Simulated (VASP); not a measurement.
Runs of VASP 6.6.1 on Al. The structure is that of space group P6_3/mmc (No. 194), or close to it. The cells are those of the table. 

```csv
task,cell,cutoff (eV),gap on the mesh (eV),pressure (GPa)
single point,"a = 2.632, b = 2.632, c = 8.641 Å, angles 90.0, 90.0, 120.0°, 4 atoms",520,none,30.2
single point,"a = 2.740, b = 2.740, c = 9.028 Å, angles 90.0, 90.0, 120.0°, 4 atoms",520,none,(a)
relaxation of cell and atoms,"relaxed to 10 GPa from a = 2.827, b = 2.827, c = 9.186 Å, angles 90.0, 90.0, 120.0°, 4 atoms",600,none,10.0
single point,"a = 2.825, b = 2.825, c = 9.390 Å, angles 90.0, 90.0, 120.0°, 4 atoms",520,none,0.1
relaxation of cell and atoms,"relaxed to 20 GPa from a = 2.827, b = 2.827, c = 9.186 Å, angles 90.0, 90.0, 120.0°, 4 atoms",600,none,20.0
```

Alike in all rows: level PBEsol; potentials or basis VASP PAW PBE potentials, release 64 (Al); no spin polarisation; k mesh 9 × 9 × 3; smearing methfessel-paxton 0.1 eV.

Fill in the values left out.

(a) 10.1.

Caveats: the PAW data sets were made with another functional, which shifts forces and pressure a little; the cell is relaxed towards a set pressure, so the enthalpy falls and the energy may rise (some runs).

A gap of «none» marks levels without a gap at the run's occupations.
